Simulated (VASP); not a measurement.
# PbF2 in VASP: further runs, part 2 of 2

VASP 6.6.1. Earlier steps stand in the parts before.

## (5) Single point, PBE

Contents of INCAR:

```
SYSTEM = PbF2
  PREC = Accurate
  ENCUT = 520
  EDIFF = 1E-7
  ISMEAR = 0
  SIGMA = 0.1
  LREAL = .FALSE.
  LASPH = .TRUE.
  NELM = 80
  ALGO = Normal
  ISIF = 2
  LWAVE = .FALSE.
  LCHARG = .TRUE.
  GGA = PE
  LELF = .TRUE.
  LVHAR = .TRUE.
  NBANDS = 21
```

Contents of KPOINTS:

```
Automatic mesh
0
G
  3 3 3
  0 0 0
```

Contents of POSCAR:

```
PbF2
1.0
    0.0000000000      2.9579484323      2.9579484323
    2.9579484323      0.0000000000      2.9579484323
    2.9579484323      2.9579484323      0.0000000000
Pb F
1 2
Direct
    0.0000000000      0.0000000000      0.0000000000
    0.7500000000      0.7500000000      0.7500000000
    0.2584518039      0.2415481961      0.2584518039
```

Potentials or basis: VASP PAW PBE potentials, release 64 (Pb_d, F).

The run is started by

```sh
$ cat potpaw_PBE.64/Pb_d/POTCAR potpaw_PBE.64/F/POTCAR > POTCAR
$ mpirun -np 1 vasp_std > vasp.out
```

OUTCAR:

```text
SYSTEM = PbF2
   PREC = Accurate
   ENCUT = 520
   EDIFF = 1E-7
   ISMEAR = 0
   LREAL = .FALSE.
   LASPH = .TRUE.
   NELM = 80
   ISIF = 2
   GGA = PE

 ion  position               nearest neighbor table
   1  0.000  0.000  0.000-   3 2.53   3 2.53   2 2.56   2 2.56   2 2.56   2 2.56   3 2.59   3 2.59

   2  0.750  0.750  0.750-   1 2.56   1 2.56   1 2.56   1 2.56
   3  0.258  0.242  0.258-   1 2.53   1 2.53   1 2.59   1 2.59

  LATTYP: Found a face centered cubic cell.
 ALAT       =     5.9158968646

  Lattice vectors:

 A1 = (   0.0000000000,   2.9579484323,   2.9579484323)
 A2 = (   2.9579484323,   0.0000000000,   2.9579484323)
 A3 = (   2.9579484323,   2.9579484323,   0.0000000000)

Analysis of symmetry for initial positions (statically):
=====================================================================
 Subroutine PRICEL returns:
 Original cell was already a primitive cell.

 Routine SETGRP: Setting up the symmetry group for a
 face centered cubic supercell.

 Subroutine GETGRP returns: Found  4 space group operations
 (whereof  4 operations were pure point group operations)
 out of a pool of 48 trial point group operations.

The static configuration has the point symmetry C_2v.

Analysis of symmetry for dynamics (positions and initial velocities):
=====================================================================
 Subroutine PRICEL returns:
 Original cell was already a primitive cell.

 Routine SETGRP: Setting up the symmetry group for a
 face centered cubic supercell.

 Subroutine GETGRP returns: Found  4 space group operations
 (whereof  4 operations were pure point group operations)
 out of a pool of 48 trial point group operations.

The dynamic configuration has the point symmetry C_2v.

 Subroutine INISYM returns: Found  4 space group operations
 (whereof  4 operations are pure point group operations),
 and found     1 'primitive' translations

----------------------------------------------------------------------------------------

                                     Primitive cell

  volume of cell :      51.7609

  direct lattice vectors                    reciprocal lattice vectors
     0.000000000  2.957948432  2.957948432    -0.169036077  0.169036077  0.169036077
     2.957948432  0.000000000  2.957948432     0.169036077 -0.169036077  0.169036077
     2.957948432  2.957948432  0.000000000     0.169036077  0.169036077 -0.169036077

  length of vectors
     4.183170790  4.183170790  4.183170790     0.292779074  0.292779074  0.292779074

  position of ions in fractional coordinates (direct lattice)
     0.000000000  0.000000000  0.000000000
     0.750000000  0.750000000  0.750000000
     0.258451804  0.241548196  0.258451804

  ion indices of the primitive-cell ions
   primitive index   ion index
                 1           1
                 2           2
                 3           3

----------------------------------------------------------------------------------------

 KPOINTS: Automatic mesh

Automatic generation of k-mesh.
 Grid dimensions read from file:
 generate k-points for:    3    3    3

 Generating k-lattice:

  Cartesian coordinates                     Fractional coordinates (reciprocal lattice)
    -0.056345359  0.056345359  0.056345359     0.333333333  0.000000000  0.000000000
     0.056345359 -0.056345359  0.056345359     0.000000000  0.333333333  0.000000000
     0.056345359  0.056345359 -0.056345359     0.000000000  0.000000000  0.333333333

  Length of vectors
     0.097593025  0.097593025  0.097593025

  Shift w.r.t. Gamma in fractional coordinates (k-lattice)
     0.000000000  0.000000000  0.000000000

 Subroutine IBZKPT returns following result:
 ===========================================

 Found      8 irreducible k-points:

 Following reciprocal coordinates:
            Coordinates               Weight
  0.000000  0.000000  0.000000      1.000000
  0.333333  0.000000  0.000000      4.000000
  0.000000  0.333333  0.000000      4.000000
  0.333333  0.333333  0.000000      4.000000
  0.333333  0.000000  0.333333      2.000000
 -0.333333  0.333333  0.000000      8.000000
  0.333333  0.000000 -0.333333      2.000000
 -0.333333  0.333333 -0.333333      2.000000
   k-points           NKPTS =      8   k-points in BZ     NKDIM =      8   number of bands    NBANDS=     21
   number of dos      NEDOS =    301   number of ions     NIONS =      3
   total plane-waves  NPLWV =  32768
   dimension x,y,z NGX =    32 NGY =   32 NGZ =   32
   dimension x,y,z NGXF=    64 NGYF=   64 NGZF=   64
   ions per type =               1   2
   NGX,Y,Z   is equivalent  to a cutoff of  12.72, 12.72, 12.72 a.u.
   NGXF,Y,Z  is equivalent  to a cutoff of  25.43, 25.43, 25.43 a.u.
 SYSTEM =  PbF2
   PREC   = accura    normal or accurate (medium, high low for compatibility)
   ISTART =      0    job   : 0-new  1-cont  2-samecut
   ICHARG =      2    charge: 1-file 2-atom 10-const
   ISPIN  =      1    spin polarized calculation?
   LNONCOLLINEAR =      F non collinear calculations
   LSORBIT =      F    spin-orbit coupling
   LASPH  =      T    aspherical Exc in radial PAW
   ENCUT  =  520.0 eV  38.22 Ry    6.18 a.u.   7.78  7.78  7.78*2*pi/ulx,y,z
   NELM   =     80;   NELMIN=  2; NELMDL= -5     # of ELM steps
   EDIFF  = 0.1E-06   stopping-criterion for ELM
   LREAL  =      F    real-space projection
   EDIFFG = 0.1E-05   stopping-criterion for IOM
   NSW    =      0    number of steps for IOM
   IBRION =     -1    ionic relax: 0-MD 1-quasi-New 2-CG
   NFREE  =      0    steps in history (QN), initial steepest desc. (CG)
   ISIF   =      2    stress and relaxation
   ISYM   =      2    0-nonsym 1-usesym 2-fastsym
   POTIM  = 0.5000    time-step for ionic-motion
   TEBEG  =    0.0;   TEEND  =   0.0 temperature during run
   PSTRESS=    0.0 pullay stress
   NELECT =      28.0000    total number of electrons
   NUPDOWN=      -1.0000    fix difference up-down
   EMIN   =  10.00;   EMAX   =-10.00  energy-range for DOS
   EFERMI =   0.00;   METHOD = LEGACY
   ISMEAR =     0;   SIGMA  =   0.10  broadening in eV -4-tet -1-fermi 0-gaus
   EFERMI_NEDOS =   21; number of points for ismear=-14 and -15
   IALGO  =     38    algorithm
   IMIX   =      4    mixing-type and parameters
     AMIX     =   0.40;   BMIX     =  1.00
     AMIX_MAG =   1.60;   BMIX_MAG =  1.00
  volume/ion in A,a.u.               =      17.25       116.43
  Fermi-wavevector in a.u.,A,eV,Ry     =   1.333911  2.520727 24.209105  1.779319
  Thomas-Fermi vector in A             =   2.462733
   LORBIT       =      0    0 simple, 1 ext, 2 COOP (PROOUT), +10 PAW based schemes
   GGA     = PE    functional components
   LHFCALC =     F    Hartree Fock is set to
   AEXX    =    0.0000 exact exchange contribution
   IVDW    =     0    specifies the selected vdW correction
   LEPSILON=     F    determine dielectric tensor
   LRPA    =     F    only Hartree local field effects (RPA)
 non-spin polarized calculation
 Gauss-broadening in eV      SIGMA  =   0.10
  energy-cutoff  :      520.00
  volume of cell :       51.76
 maximum number of plane-waves:      1411
   NGX = 15   NGY = 15   NGZ = 15

 number of electron      27.9999996 magnetization

 Free energy of the ion-electron system (eV)
  ---------------------------------------------------
  ext. energy  EPLUGINS =         0.00000000
  ---------------------------------------------------
  free energy    TOTEN  =       -14.32406746 eV

  energy without entropy =      -14.32406746  energy(sigma->0) =      -14.32406746

 E-fermi :   2.4324     XC(G=0):  -9.4343

 val. band max:        1.9612303365   @ k =   0.3333   0.0000  -0.3333
 cond. band min:       6.6146689316   @ k =   0.3333   0.3333   0.0000
 fundamental gap:      4.6534385951
 Fermi energy:         2.4323774059

 k-point     1 :       0.0000    0.0000    0.0000
  band No.  band energies     occupation
      1     -19.1833      2.00000
      2     -18.5508      2.00000
      3     -12.4873      2.00000
      4     -12.4842      2.00000
      5     -12.4825      2.00000
      6     -12.4253      2.00000
[... 13 lines left out ...]
     20      17.1224      0.00000
     21      19.4924      0.00000
[... 145 lines left out ...]
 k-point     8 :      -0.3333    0.3333   -0.3333
  band No.  band energies     occupation
      1     -18.8595      2.00000
      2     -18.8332      2.00000
      3     -12.4443      2.00000
      4     -12.4182      2.00000
      5     -12.4126      2.00000
      6     -12.3408      2.00000
[... 13 lines left out ...]
     20      18.0652      0.00000
     21      18.6030      0.00000

------------------------ aborting loop because EDIFF is reached ----------------------------------------

  FORCE on cell =-STRESS in cart. coord.  units (eV):
  Direction    XX          YY          ZZ          XY          YZ          ZX
  --------------------------------------------------------------------------------------
  -------------------------------------------------------------------------------------
  Total        0.9571014      0.9642517      0.9571014     -0.0000000      0.0000000     -0.1564119
  in kB       29.6255732     29.8468980     29.6255732     -0.0000000      0.0000000     -4.8414839
  external PRESSURE =      29.6993482 kB  Pullay stress =       0.0000000 kB

 VOLUME and BASIS-vectors are now :
 -----------------------------------------------------------------------------
  energy-cutoff  :      520.00
  volume of cell :       51.76
      direct lattice vectors                 reciprocal lattice vectors
     0.000000000  2.957948432  2.957948432    -0.169036077  0.169036077  0.169036077
     2.957948432  0.000000000  2.957948432     0.169036077 -0.169036077  0.169036077
     2.957948432  2.957948432  0.000000000     0.169036077  0.169036077 -0.169036077

 POSITION                                       TOTAL-FORCE (eV/Angst)
 -----------------------------------------------------------------------------------
      0.00000      0.00000      0.00000         0.000000      0.043446      0.000000
      4.43692      4.43692      4.43692        -0.000000      0.091274     -0.000000
      1.47897      1.52897      1.47897         0.000000     -0.134720      0.000000
 -----------------------------------------------------------------------------------
    total drift:                               -0.000000      0.000093     -0.000000

  FREE ENERGIE OF THE ION-ELECTRON SYSTEM (eV)
  ---------------------------------------------------
  free  energy   TOTEN  =       -14.3240674598 eV

  energy  without entropy=      -14.3240674598  energy(sigma->0) =      -14.32406746
```

stdout:

```text
POSCAR found type information on POSCAR PbF
 POSCAR found :  2 types and       3 ions
 scaLAPACK will be used
 LDA part: xc-table for (Slater+PW92), standard interpolation
 POSCAR, INCAR and KPOINTS ok, starting setup
 FFT: planning ... GRIDC
 FFT: planning ... GRID_SOFT
 FFT: planning ... GRID
 WAVECAR not read
 entering main loop
```

It used 11 s of CPU time on 1 thread of Intel Xeon 6975P-C (shared host).

What came out:

| Item | Value |
| --- | --- |
| Free energy | -14.3241 eV |
| Pressure | 3.0 GPa |
| Largest force | 0.135 eV/Å |
| Band gap on the k mesh | 4.65 eV, indirect (least direct gap 5.20 eV) |

Forces in eV/Å, atoms in the order of the input:
```
Pb   0.000  0.043  0.000
F    0.000  0.091  0.000
F    0.000 -0.135  0.000
```

Levels at points of the mesh, in eV from the valence-band top:
| k point | band 12 | band 13 | band 14 | band 15 | band 16 | band 17 |
| --- | --- | --- | --- | --- | --- | --- |
| (0.00, 0.00, 0.00) | -2.05 | -2.01 | -1.98 | 6.71 | 6.78 | 6.86 |

Caveat: the k points lie up to 0.61 Å⁻¹ apart; spin-orbit coupling is left out, which moves the levels of the heavy elements.

## (6) Overview

| level | k mesh | gap on the mesh (eV) | pressure (GPa) | largest force (eV/Å) |
| --- | --- | --- | --- | --- |
| RPBE | 4 × 4 × 4 | 4.55 | 6.2 | - |
| BLYP | 4 × 4 × 4 | 4.49 | 5.5 | - |
| PBE | 2 × 2 × 2 | 4.33 | 3.6 | 0.19 |
| PBE | 3 × 3 × 3 | 4.65 | 3.0 | 0.13 |

Some of these runs hold the atoms at other places in the same cell, which the table doesn't show; runs alike in all that it shows share one row.

Alike in all rows: task single point; potentials or basis VASP PAW PBE potentials, release 64 (Pb_d, F); no spin polarisation; cell as given; cutoff (eV) 520; smearing gaussian 0.1 eV.

Caveats: all runs use coarse meshes; spin-orbit coupling is left out, which moves the levels of the heavy elements; the PAW data sets were made with another functional, which shifts forces and pressure a little (some runs).

Absolute energies hang on the potentials; compare differences alone.
